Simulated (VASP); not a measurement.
# Si16O (a cell with a defect) in VASP: a series of runs

Runs on Si16O (a cell with a defect). Level: PBE. Tasks: single point.

All numbers are computed with VASP 6.6.1; they aren't measurements. Logs are shortened: lines on timing, memory, paths and dates and some standing lists are left out, and cuts for length are marked.

### Step 1. The cell of the first run

The cell holds a defect, 17 atoms: a = 7.679 Å, b = 7.679 Å, c = 7.679 Å, α = 60.00°, β = 60.00°, γ = 60.00°.

### Step 2. Single point, PBE, collinear spin, zero start

File INCAR:

```
SYSTEM = Si16O
PREC = Accurate
ENCUT = 520
EDIFF = 1E-7
ISMEAR = 0
SIGMA = 0.05
LREAL = Auto
LASPH = .TRUE.
NELM = 150
ALGO = Normal
ISIF = 2
LWAVE = .FALSE.
LCHARG = .FALSE.
ISPIN = 2
MAGMOM = 0 0 0 0 0 0 0 0 0 0 0 0 0 0 0 0 0
LORBIT = 11
GGA = PE
NBANDS = 53
```

File KPOINTS:

```
regular mesh
0
G
  2 2 2
  0 0 0
```

File POSCAR:

```
Si16O
1.0
    0.0000000000      5.4300000000      5.4300000000
    5.4300000000      0.0000000000      5.4300000000
    5.4300000000      5.4300000000      0.0000000000
Si O
16 1
Direct
   -0.0011518416      0.0092579190     -0.0000627072
    0.1150915285      0.1856255985      0.0812230203
   -0.0007736648      0.0451810313      0.4528051565
    0.1344072744      0.0958562615      0.6277523941
   -0.0162486188      0.5580701657     -0.0292710866
    0.1215851750      0.6334706262      0.1295336096
    0.0038232965      0.4655761510      0.5053544199
    0.1515368324      0.5754499079      0.6165909761
    0.4888626151      0.0104303867     -0.0001618785
    0.6242567219      0.1263701657      0.1230340700
    0.5095883978     -0.0171657459      0.4970084715
    0.6378037753      0.0995164825      0.6274864641
    0.4962356354      0.5008441068      0.0038586556
    0.6115576427      0.6346773481      0.1292679558
    0.5200327808      0.4690460405      0.5051311234
    0.6302627993      0.6075569061      0.6300401473
    0.1301838858      0.8092984346      0.4189778085
```

Potentials or basis: VASP PAW PBE potentials, release 64 (Si, O).

On the command line:

```
$ cat potpaw_PBE.64/Si/POTCAR potpaw_PBE.64/O/POTCAR > POTCAR
$ mpirun -np 1 vasp_std > vasp.out
```

OUTCAR:

```text
SYSTEM = Si16O
   PREC = Accurate
   ENCUT = 520
   EDIFF = 1E-7
   ISMEAR = 0
   LREAL = Auto
   LASPH = .TRUE.
   NELM = 150
   ISIF = 2
   ISPIN = 2
   LORBIT = 11
   GGA = PE

 ion  position               nearest neighbor table
   1  0.999  0.009  1.000-   4 2.35  10 2.35   6 2.36   2 2.37
   2  0.115  0.186  0.081-   3 2.33   5 2.34   9 2.37   1 2.37
   3  0.999  0.045  0.453-  17 1.66  12 2.31   4 2.31   2 2.33   8 2.95
   4  0.134  0.096  0.628-   3 2.31   7 2.32   1 2.35  11 2.35
   5  0.984  0.558  0.971-   8 2.32   2 2.34  14 2.36   6 2.36
   6  0.122  0.633  0.130-  13 2.35   5 2.36   1 2.36   7 2.38
   7  0.004  0.466  0.505-   8 2.32   4 2.32  16 2.35   6 2.38
   8  0.152  0.575  0.617-  17 1.67  15 2.32   7 2.32   5 2.32   3 2.95
   9  0.489  0.010  1.000-  12 2.35  10 2.35  14 2.36   2 2.37
  10  0.624  0.126  0.123-  11 2.35  13 2.35   9 2.35   1 2.35
  11  0.510  0.983  0.497-  10 2.35  16 2.35   4 2.35  12 2.35
  12  0.638  0.100  0.627-   3 2.31  15 2.32   9 2.35  11 2.35
  13  0.496  0.501  0.004-  16 2.35  10 2.35  14 2.35   6 2.35
  14  0.612  0.635  0.129-  13 2.35   9 2.36   5 2.36  15 2.37
  15  0.520  0.469  0.505-  12 2.32   8 2.32  16 2.35  14 2.37
  16  0.630  0.608  0.630-  15 2.35   7 2.35  13 2.35  11 2.35
  17  0.130  0.809  0.419-   3 1.66   8 1.67

  LATTYP: Found a face centered cubic cell.
 ALAT       =    10.8600000000

  Lattice vectors:

 A1 = (   0.0000000000,   5.4300000000,   5.4300000000)
 A2 = (   5.4300000000,   0.0000000000,   5.4300000000)
 A3 = (   5.4300000000,   5.4300000000,   0.0000000000)

Analysis of symmetry for initial positions (statically):
=====================================================================
 Subroutine PRICEL returns:
 Original cell was already a primitive cell.

 Routine SETGRP: Setting up the symmetry group for a
 face centered cubic supercell.

 Subroutine GETGRP returns: Found  1 space group operations
 (whereof  1 operations were pure point group operations)
 out of a pool of 48 trial point group operations.

The static configuration has the point symmetry C_1 .

Analysis of symmetry for dynamics (positions and initial velocities):
=====================================================================
 Subroutine PRICEL returns:
 Original cell was already a primitive cell.

 Routine SETGRP: Setting up the symmetry group for a
 face centered cubic supercell.

 Subroutine GETGRP returns: Found  1 space group operations
 (whereof  1 operations were pure point group operations)
 out of a pool of 48 trial point group operations.

The dynamic configuration has the point symmetry C_1 .

Analysis of structural, dynamic, and magnetic symmetry:
=====================================================================
 Subroutine PRICEL returns:
 Original cell was already a primitive cell.

 Routine SETGRP: Setting up the symmetry group for a
 face centered cubic supercell.

 Subroutine GETGRP returns: Found  1 space group operations
 (whereof  1 operations were pure point group operations)
 out of a pool of 48 trial point group operations.

The overall configuration has the point symmetry C_1 .

 Subroutine INISYM returns: Found  1 space group operations
 (whereof  1 operations are pure point group operations),
 and found     1 'primitive' translations

----------------------------------------------------------------------------------------

                                     Primitive cell

  volume of cell :     320.2060

  direct lattice vectors                    reciprocal lattice vectors
     0.000000000  5.430000000  5.430000000    -0.092081031  0.092081031  0.092081031
     5.430000000  0.000000000  5.430000000     0.092081031 -0.092081031  0.092081031
     5.430000000  5.430000000  0.000000000     0.092081031  0.092081031 -0.092081031

  length of vectors
     7.679179644  7.679179644  7.679179644     0.159489025  0.159489025  0.159489025

  position of ions in fractional coordinates (direct lattice)
     0.998848158  0.009257919  0.999937293
     0.115091529  0.185625599  0.081223020
     0.999226335  0.045181031  0.452805156
     0.134407274  0.095856262  0.627752394
     0.983751381  0.558070166  0.970728913
     0.121585175  0.633470626  0.129533610
[... 9 lines left out ...]
     0.630262799  0.607556906  0.630040147
[... 64 lines left out ...]
   NGX,Y,Z   is equivalent  to a cutoff of  12.99, 12.99, 12.99 a.u.
   NGXF,Y,Z  is equivalent  to a cutoff of  25.98, 25.98, 25.98 a.u.
 SYSTEM =  Si16O
   PREC   = accura    normal or accurate (medium, high low for compatibility)
   ISTART =      0    job   : 0-new  1-cont  2-samecut
   ICHARG =      2    charge: 1-file 2-atom 10-const
   ISPIN  =      2    spin polarized calculation?
   LNONCOLLINEAR =      F non collinear calculations
   LSORBIT =      F    spin-orbit coupling
   LASPH  =      T    aspherical Exc in radial PAW
   ENCUT  =  520.0 eV  38.22 Ry    6.18 a.u.  14.28 14.28 14.28*2*pi/ulx,y,z
   NELM   =    150;   NELMIN=  2; NELMDL= -5     # of ELM steps
   EDIFF  = 0.1E-06   stopping-criterion for ELM
   LREAL  =      T    real-space projection
   EDIFFG = 0.1E-05   stopping-criterion for IOM
   NSW    =      0    number of steps for IOM
   IBRION =     -1    ionic relax: 0-MD 1-quasi-New 2-CG
   NFREE  =      0    steps in history (QN), initial steepest desc. (CG)
   ISIF   =      2    stress and relaxation
   ISYM   =      2    0-nonsym 1-usesym 2-fastsym
   POTIM  = 0.5000    time-step for ionic-motion
   TEBEG  =    0.0;   TEEND  =   0.0 temperature during run
   PSTRESS=    0.0 pullay stress
   NELECT =      70.0000    total number of electrons
   NUPDOWN=      -1.0000    fix difference up-down
   EMIN   =  10.00;   EMAX   =-10.00  energy-range for DOS
   EFERMI =   0.00;   METHOD = LEGACY
   ISMEAR =     0;   SIGMA  =   0.05  broadening in eV -4-tet -1-fermi 0-gaus
   EFERMI_NEDOS =   21; number of points for ismear=-14 and -15
   IALGO  =     38    algorithm
   IMIX   =      4    mixing-type and parameters
     AMIX     =   0.40;   BMIX     =  1.00
     AMIX_MAG =   1.60;   BMIX_MAG =  1.00
  volume/ion in A,a.u.               =      18.84       127.11
  Fermi-wavevector in a.u.,A,eV,Ry     =   0.986199  1.863645 13.232857  0.972588
  Thomas-Fermi vector in A             =   2.117562
   LORBIT       =     11    0 simple, 1 ext, 2 COOP (PROOUT), +10 PAW based schemes
   GGA     = PE    functional components
   LHFCALC =     F    Hartree Fock is set to
   AEXX    =    0.0000 exact exchange contribution
   IVDW    =     0    specifies the selected vdW correction
   LEPSILON=     F    determine dielectric tensor
   LRPA    =     F    only Hartree local field effects (RPA)
 spin polarized calculation
 Gauss-broadening in eV      SIGMA  =   0.05
  energy-cutoff  :      520.00
  volume of cell :      320.21
 maximum number of plane-waves:      8646
 NGX is ok and might be reduce to    60
   NGX = 29   NGY = 29   NGZ = 29

 number of electron      69.9999999 magnetization       0.0000000

 number of electron      69.9999999 magnetization      -0.0000000

 Free energy of the ion-electron system (eV)
  ---------------------------------------------------
  ext. energy  EPLUGINS =         0.00000000
  ---------------------------------------------------
  free energy    TOTEN  =       -92.68472546 eV

  energy without entropy =      -92.68472546  energy(sigma->0) =      -92.68472546

 E-fermi :   6.1408     XC(G=0):  -9.5308

 val. band max:        5.8811248062   @ k =   0.0000   0.0000   0.0000
 cond. band min:       6.3720929002   @ k =   0.0000   0.0000   0.0000
 fundamental gap:      0.4909680939
 Fermi energy:         6.1407669237

 spin component 1

 k-point     1 :       0.0000    0.0000    0.0000
  band No.  band energies     occupation
      1     -14.4308      1.00000
      2      -5.8122      1.00000
      3      -4.3835      1.00000
      4      -3.6906      1.00000
      5      -3.6648      1.00000
      6      -3.3265      1.00000
[... 389 lines left out ...]
     46      10.3079      0.00000
     47      10.4265      0.00000
 Fermi energy:         6.1407669237

 spin component 2

 k-point     1 :       0.0000    0.0000    0.0000
  band No.  band energies     occupation
      1     -14.4308      1.00000
      2      -5.8122      1.00000
      3      -4.3835      1.00000
      4      -3.6906      1.00000
      5      -3.6648      1.00000
      6      -3.3265      1.00000
[... 389 lines left out ...]
     46      10.3079      0.00000
     47      10.4265      0.00000
 [bands above 47 left out]

------------------------ aborting loop because EDIFF is reached ----------------------------------------

  FORCE on cell =-STRESS in cart. coord.  units (eV):
  Direction    XX          YY          ZZ          XY          YZ          ZX
  --------------------------------------------------------------------------------------
  -------------------------------------------------------------------------------------
  Total        8.4528938      8.9425409      8.9931090     -2.9964080     -1.7582503      2.9661770
  in kB       42.2947546     44.7447445     44.9977663    -14.9927756     -8.7975511     14.8415124
  external PRESSURE =      44.0124218 kB  Pullay stress =       0.0000000 kB

 VOLUME and BASIS-vectors are now :
 -----------------------------------------------------------------------------
  energy-cutoff  :      520.00
  volume of cell :      320.21
      direct lattice vectors                 reciprocal lattice vectors
     0.000000000  5.430000000  5.430000000    -0.092081031  0.092081031  0.092081031
     5.430000000  0.000000000  5.430000000     0.092081031 -0.092081031  0.092081031
     5.430000000  5.430000000  0.000000000     0.092081031  0.092081031 -0.092081031

 POSITION                                       TOTAL-FORCE (eV/Angst)
 -----------------------------------------------------------------------------------
      5.47993     10.85341      5.47402        -0.001443     -0.000703      0.002302
      1.44899      1.06599      1.63289        -0.004120      0.002680      0.001851
      2.70406      7.88453      5.67113         0.047564     -0.018968      0.020759
      3.92919      4.13853      1.25033        -0.004151     -0.000397     -0.007222
      8.30138     10.61283      8.37209        -0.007697      0.000110      0.002839
      4.14311      1.36358      4.09995         0.003369     -0.001169     -0.001332
[... 9 lines left out ...]
      6.72015      6.84345      6.72136        -0.006998     -0.001254      0.002135
      6.66954      2.98195      5.10139        -0.025407     -0.014115      0.007085
 -----------------------------------------------------------------------------------
    total drift:                               -0.005782      0.002645     -0.002928

  FREE ENERGIE OF THE ION-ELECTRON SYSTEM (eV)
  ---------------------------------------------------
  free  energy   TOTEN  =       -92.6847254579 eV

  energy  without entropy=      -92.6847254579  energy(sigma->0) =      -92.68472546

 total charge

# of ion       s       p       d       tot
------------------------------------------
    1        0.742   0.944   0.000   1.686
    2        0.750   0.951   0.000   1.700
    3        0.741   0.946   0.000   1.687
    4        0.744   0.978   0.000   1.722
    5        0.746   0.963   0.000   1.709
    6        0.743   0.939   0.000   1.683
[... 9 lines left out ...]
   16        0.738   0.958   0.000   1.696
   17        1.576   3.601   0.000   5.176
--------------------------------------------------
tot         13.460  18.903   0.000  32.362

 magnetization (x)

# of ion       s       p       d       tot
------------------------------------------
    1        0.000   0.000   0.000   0.000
    2        0.000   0.000   0.000   0.000
    3       -0.000   0.000   0.000   0.000
    4        0.000   0.000   0.000   0.000
    5        0.000   0.000   0.000   0.000
    6       -0.000  -0.000   0.000  -0.000
[... 9 lines left out ...]
   16        0.000   0.000   0.000   0.000
   17       -0.000  -0.000   0.000  -0.000
--------------------------------------------------
tot          0.000  -0.000   0.000  -0.000
```

Wall time 11 min (1 thread of Intel Xeon Platinum 8275CL at 3.00GHz (Skylake/Cascade Lake), shared host); peak memory 0.72 GiB.

What came out:

```
Free energy                                           : -92.6847 eV
Pressure                                              : 4.4 GPa
Largest force                                         : 0.056 eV/Å
Band gap on the k mesh                                : 0.49 eV
Net moment                                            : 0.00 μB per cell
Valence electrons inside the program's atomic spheres : Si 1.69, 1.70, 1.72, 1.71, 1.68 (each value once); O 5.18
```

Forces on the atoms (eV/Å):
```
Si  -0.001 -0.001  0.002
Si  -0.004  0.003  0.002
Si   0.048 -0.019  0.021
Si  -0.004  0.000 -0.007
Si  -0.008  0.000  0.003
Si   0.003 -0.001 -0.001
Si   0.003 -0.007  0.004
Si  -0.012  0.042 -0.035
Si   0.000 -0.003 -0.003
Si  -0.001  0.000  0.001
Si   0.002  0.001 -0.002
Si  -0.005  0.005  0.001
Si   0.000  0.000 -0.003
Si   0.002  0.002 -0.001
Si   0.010 -0.006  0.009
Si  -0.007 -0.001  0.002
O   -0.025 -0.014  0.007
```

Stress tensor (GPa, compression positive):
```
 4.23 -1.50  1.48
-1.50  4.47 -0.88
 1.48 -0.88  4.50
```

Caveat: the k points lie up to 0.50 Å⁻¹ apart.

(Continued in part 2 of 2.)
